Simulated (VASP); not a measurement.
# Mn (Pm-3n) in VASP: single point with PBEsol

Aim: the single point of Mn with PBEsol.

Program: VASP 6.6.1. These are calculated values, not measurements. Logs are shortened: lines on timing, memory, paths and dates and some standing lists are left out, and cuts for length are marked.

## Step 1: The cell of the first run

Symmetry: Pm-3n, No. 223, cubic system. The conventional cell has a = 4.365 Å, b = 4.365 Å, c = 4.365 Å, α = 90.00°, β = 90.00°, γ = 90.00°. Within 3.2 Å of Mn (site symmetry m-3) lie 12 Mn at 2.44 Å. Mn (site symmetry -4m2) has 14 Mn at 2.18 to 2.67 Å within 2.9 Å.

## Step 2: Single point, PBEsol, collinear spin, ferromagnetic start

INCAR reads:

```
PREC = Accurate
ENCUT = 520
EDIFF = 1E-6
ISMEAR = -1
SIGMA = 0.05
LREAL = False
LASPH = True
NELM = 150
ALGO = Normal
ISIF = 2
LWAVE = False
LCHARG = False
ISPIN = 2
MAGMOM = 3 3 3 3 3 3 3 3
LORBIT = 11
LMAXMIX = 4
GGA = PS
NBANDS = 66
```

KPOINTS reads:

```
Automatic mesh
0
Gamma
  6 6 6
```

POSCAR reads:

```
Mn
1.0
    4.3646199893      0.0000000000      0.0000000000
    0.0000000000      4.3646199893      0.0000000000
    0.0000000000      0.0000000000      4.3646199893
Mn
8
Direct
    0.0000000000      0.0000000000      1.0000000000
    0.5000000000      0.5000000000      0.5000000000
    0.2500000000      0.0000000000      0.5000000000
    0.7500000000      0.0000000000      0.5000000000
    0.5000000000      0.2500000000      1.0000000000
    0.5000000000      0.7500000000      1.0000000000
    1.0000000000      0.5000000000      0.2500000000
    1.0000000000      0.5000000000      0.7500000000
```

Potentials or basis: VASP PAW PBE potentials, release 64 (Mn_pv).

The run is started by

```sh
$ cat potpaw_PBE.64/Mn_pv/POTCAR > POTCAR
$ mpirun -np 1 vasp_std > vasp.out
```

OUTCAR:

```text
PREC = Accurate
   ENCUT = 520
   EDIFF = 1E-6
   ISMEAR = -1
   LREAL = False
   LASPH = True
   NELM = 150
   ISIF = 2
   ISPIN = 2
   LORBIT = 11
   GGA = PS

 ion  position               nearest neighbor table
   1  0.000  0.000  0.000-   3 2.44   4 2.44   5 2.44   6 2.44   7 2.44   8 2.44   3 2.44   4 2.44
                             7 2.44   8 2.44   5 2.44   6 2.44
   2  0.500  0.500  0.500-   3 2.44   4 2.44   5 2.44   6 2.44   7 2.44   8 2.44   5 2.44   6 2.44
                             3 2.44   4 2.44   7 2.44   8 2.44
   3  0.250  0.000  0.500-   4 2.18   4 2.18   1 2.44   1 2.44   2 2.44   2 2.44   8 2.67   5 2.67
                             5 2.67   6 2.67   6 2.67   7 2.67   8 2.67   7 2.67
   4  0.750  0.000  0.500-   3 2.18   3 2.18   1 2.44   1 2.44   2 2.44   2 2.44   8 2.67   5 2.67
                             5 2.67   6 2.67   6 2.67   7 2.67   8 2.67   7 2.67
   5  0.500  0.250  0.000-   6 2.18   6 2.18   1 2.44   2 2.44   2 2.44   1 2.44   8 2.67   4 2.67
                             3 2.67   4 2.67   3 2.67   7 2.67   7 2.67   8 2.67
   6  0.500  0.750  0.000-   5 2.18   5 2.18   1 2.44   2 2.44   2 2.44   1 2.44   8 2.67   4 2.67
                             3 2.67   4 2.67   3 2.67   7 2.67   7 2.67   8 2.67
   7  0.000  0.500  0.250-   8 2.18   8 2.18   1 2.44   2 2.44   1 2.44   2 2.44   3 2.67   4 2.67
                             5 2.67   3 2.67   4 2.67   6 2.67   5 2.67   6 2.67
   8  0.000  0.500  0.750-   7 2.18   7 2.18   1 2.44   2 2.44   1 2.44   2 2.44   3 2.67   4 2.67
                             5 2.67   3 2.67   4 2.67   6 2.67   5 2.67   6 2.67

  LATTYP: Found a simple cubic cell.
 ALAT       =     4.3646199893

  Lattice vectors:

 A1 = (   4.3646199893,   0.0000000000,   0.0000000000)
 A2 = (   0.0000000000,   4.3646199893,   0.0000000000)
 A3 = (   0.0000000000,   0.0000000000,   4.3646199893)

Analysis of symmetry for initial positions (statically):
=====================================================================
 Subroutine PRICEL returns:
 Original cell was already a primitive cell.

 Routine SETGRP: Setting up the symmetry group for a
 simple cubic supercell.

 Subroutine GETGRP returns: Found 48 space group operations
 (whereof 24 operations were pure point group operations)
 out of a pool of 48 trial point group operations.

The static configuration has the point symmetry T_h .
 The point group associated with its full space group is O_h .

Analysis of symmetry for dynamics (positions and initial velocities):
=====================================================================
 Subroutine PRICEL returns:
 Original cell was already a primitive cell.

 Routine SETGRP: Setting up the symmetry group for a
 simple cubic supercell.

 Subroutine GETGRP returns: Found 48 space group operations
 (whereof 24 operations were pure point group operations)
 out of a pool of 48 trial point group operations.

The dynamic configuration has the point symmetry T_h .
 The point group associated with its full space group is O_h .

Analysis of structural, dynamic, and magnetic symmetry:
=====================================================================
 Subroutine PRICEL returns:
 Original cell was already a primitive cell.

 Routine SETGRP: Setting up the symmetry group for a
 simple cubic supercell.

 Subroutine GETGRP returns: Found 48 space group operations
 (whereof 24 operations were pure point group operations)
 out of a pool of 48 trial point group operations.

The overall configuration has the point symmetry T_h .
 The point group associated with its full space group is O_h .

 Subroutine INISYM returns: Found 48 space group operations
 (whereof 24 operations are pure point group operations),
 and found     1 'primitive' translations

----------------------------------------------------------------------------------------

                                     Primitive cell

  volume of cell :      83.1456

  direct lattice vectors                    reciprocal lattice vectors
     4.364619989  0.000000000  0.000000000     0.229115021  0.000000000  0.000000000
     0.000000000  4.364619989  0.000000000     0.000000000  0.229115021  0.000000000
     0.000000000  0.000000000  4.364619989     0.000000000  0.000000000  0.229115021

  length of vectors
     4.364619989  4.364619989  4.364619989     0.229115021  0.229115021  0.229115021

  position of ions in fractional coordinates (direct lattice)
     0.000000000  0.000000000  0.000000000
     0.500000000  0.500000000  0.500000000
[... 69 lines left out ...]
   dimension x,y,z NGX =    32 NGY =   32 NGZ =   32
   dimension x,y,z NGXF=    64 NGYF=   64 NGZF=   64
   ions per type =               8
   NGX,Y,Z   is equivalent  to a cutoff of  12.19, 12.19, 12.19 a.u.
   NGXF,Y,Z  is equivalent  to a cutoff of  24.38, 24.38, 24.38 a.u.
 SYSTEM =  unknown system
   PREC   = accura    normal or accurate (medium, high low for compatibility)
   ISTART =      0    job   : 0-new  1-cont  2-samecut
   ICHARG =      2    charge: 1-file 2-atom 10-const
   ISPIN  =      2    spin polarized calculation?
   LNONCOLLINEAR =      F non collinear calculations
   LSORBIT =      F    spin-orbit coupling
   LASPH  =      T    aspherical Exc in radial PAW
   ENCUT  =  520.0 eV  38.22 Ry    6.18 a.u.   8.12  8.12  8.12*2*pi/ulx,y,z
   NELM   =    150;   NELMIN=  2; NELMDL= -5     # of ELM steps
   EDIFF  = 0.1E-05   stopping-criterion for ELM
   LREAL  =      F    real-space projection
[... 7 lines left out ...]
   TEBEG  =    0.0;   TEEND  =   0.0 temperature during run
   PSTRESS=    0.0 pullay stress
   NELECT =     104.0000    total number of electrons
   NUPDOWN=      -1.0000    fix difference up-down
   EMIN   =  10.00;   EMAX   =-10.00  energy-range for DOS
   EFERMI =   0.00;   METHOD = LEGACY
   ISMEAR =    -1;   SIGMA  =   0.05  broadening in eV -4-tet -1-fermi 0-gaus
   EFERMI_NEDOS =   21; number of points for ismear=-14 and -15
   IALGO  =     38    algorithm
   IMIX   =      4    mixing-type and parameters
     AMIX     =   0.40;   BMIX     =  1.00
     AMIX_MAG =   1.60;   BMIX_MAG =  1.00
  volume/ion in A,a.u.               =      10.39        70.14
  Fermi-wavevector in a.u.,A,eV,Ry     =   1.763895  3.333279 42.332176  3.111327
  Thomas-Fermi vector in A             =   2.831981
   LORBIT       =     11    0 simple, 1 ext, 2 COOP (PROOUT), +10 PAW based schemes
   GGA     = PS    functional components
   LHFCALC =     F    Hartree Fock is set to
   AEXX    =    0.0000 exact exchange contribution
   IVDW    =     0    specifies the selected vdW correction
   LEPSILON=     F    determine dielectric tensor
   LRPA    =     F    only Hartree local field effects (RPA)
 spin polarized calculation
  energy-cutoff  :      520.00
  volume of cell :       83.15
 maximum number of plane-waves:      2272
   NGX = 17   NGY = 17   NGZ = 17

 number of electron     104.0000050 magnetization       0.0276810

 number of electron     104.0000050 magnetization      -0.0018742

 Free energy of the ion-electron system (eV)
  ---------------------------------------------------
  ext. energy  EPLUGINS =         0.00000000
  ---------------------------------------------------
  free energy    TOTEN  =       -77.72963341 eV

  energy without entropy =      -77.62533734  energy(sigma->0) =      -77.67748537

 E-fermi :  11.0134     XC(G=0): -14.3851

 val. band max:       11.0075403628   @ k =   0.1667   0.1667   0.0000
 cond. band min:      11.0289682567   @ k =   0.5000   0.1667   0.0000
 fundamental gap:      0.0214278939
 Fermi energy:        11.0134287228

 spin component 1

 k-point     1 :       0.0000    0.0000    0.0000
  band No.  band energies     occupation
      1     -37.7849      1.00000
      2     -37.7849      1.00000
      3     -37.6796      1.00000
      4     -37.4226      1.00000
      5     -37.4226      1.00000
      6     -37.4226      1.00000
[... 1329 lines left out ...]
     63      12.2545      0.00000
     64      12.2545      0.00000
 Fermi energy:        11.0134287228

 spin component 2

 k-point     1 :       0.0000    0.0000    0.0000
  band No.  band energies     occupation
      1     -37.7852      1.00000
      2     -37.7852      1.00000
      3     -37.6799      1.00000
      4     -37.4229      1.00000
      5     -37.4229      1.00000
      6     -37.4229      1.00000
[... 1329 lines left out ...]
     63      12.2543      0.00000
     64      12.2543      0.00000
 [bands above 64 left out]

------------------------ aborting loop because EDIFF is reached ----------------------------------------

  FORCE on cell =-STRESS in cart. coord.  units (eV):
  Direction    XX          YY          ZZ          XY          YZ          ZX
  --------------------------------------------------------------------------------------
  -------------------------------------------------------------------------------------
  Total        0.0673519      0.0673519      0.0673519     -0.0000000      0.0000000      0.0000000
  in kB        1.2978406      1.2978406      1.2978406     -0.0000000      0.0000000      0.0000000
  external PRESSURE =       1.2978406 kB  Pullay stress =       0.0000000 kB

 VOLUME and BASIS-vectors are now :
 -----------------------------------------------------------------------------
  energy-cutoff  :      520.00
  volume of cell :       83.15
      direct lattice vectors                 reciprocal lattice vectors
     4.364619989  0.000000000  0.000000000     0.229115021  0.000000000  0.000000000
     0.000000000  4.364619989  0.000000000     0.000000000  0.229115021  0.000000000
     0.000000000  0.000000000  4.364619989     0.000000000  0.000000000  0.229115021

 POSITION                                       TOTAL-FORCE (eV/Angst)
 -----------------------------------------------------------------------------------
      0.00000      0.00000      0.00000         0.000000     -0.000000     -0.000000
      2.18231      2.18231      2.18231         0.000000     -0.000000     -0.000000
      1.09115      0.00000      2.18231        -0.000000      0.000000      0.000000
      3.27346      0.00000      2.18231         0.000000     -0.000000     -0.000000
      2.18231      1.09115      0.00000         0.000000     -0.000000      0.000000
      2.18231      3.27346      0.00000         0.000000      0.000000     -0.000000
      0.00000      2.18231      1.09115         0.000000     -0.000000     -0.000000
      0.00000      2.18231      3.27346        -0.000000      0.000000      0.000000
 -----------------------------------------------------------------------------------
    total drift:                                0.000000     -0.000000      0.000000

  FREE ENERGIE OF THE ION-ELECTRON SYSTEM (eV)
  ---------------------------------------------------
  free  energy   TOTEN  =       -77.7296334075 eV

  energy  without entropy=      -77.6253373383  energy(sigma->0) =      -77.67748537

 total charge

# of ion       s       p       d       tot
------------------------------------------
    1        0.449   6.453   5.197  12.099
    2        0.449   6.453   5.197  12.099
    3        0.436   6.433   5.202  12.071
    4        0.436   6.433   5.202  12.071
    5        0.436   6.433   5.202  12.071
    6        0.436   6.433   5.202  12.071
    7        0.436   6.433   5.202  12.071
    8        0.436   6.433   5.202  12.071
--------------------------------------------------
tot          3.515  51.504  41.606  96.625

 magnetization (x)

# of ion       s       p       d       tot
------------------------------------------
    1        0.000   0.000  -0.000  -0.000
    2        0.000   0.000  -0.000  -0.000
    3        0.000   0.000  -0.000  -0.000
    4        0.000   0.000  -0.000  -0.000
    5        0.000   0.000  -0.000  -0.000
    6        0.000   0.000  -0.000  -0.000
    7        0.000   0.000  -0.000  -0.000
    8        0.000   0.000  -0.000  -0.000
--------------------------------------------------
tot          0.000   0.000  -0.002  -0.002
```

Wall time 3.8 min (1 thread of Intel Xeon Platinum 8259CL at 2.50GHz (Skylake/Cascade Lake), shared host); peak memory 0.29 GiB.

Results:

```
Free energy                                           : -77.7296 eV
Pressure                                              : 0.1 GPa
Band gap on the k mesh                                : zero (filled and empty bands overlap)
Net moment                                            : 0.00 μB per cell
Valence electrons inside the program's atomic spheres : Mn 12.10, 12.07 (each value once)
```

Caveat: the PAW data sets were made with another functional, which shifts forces and pressure a little.
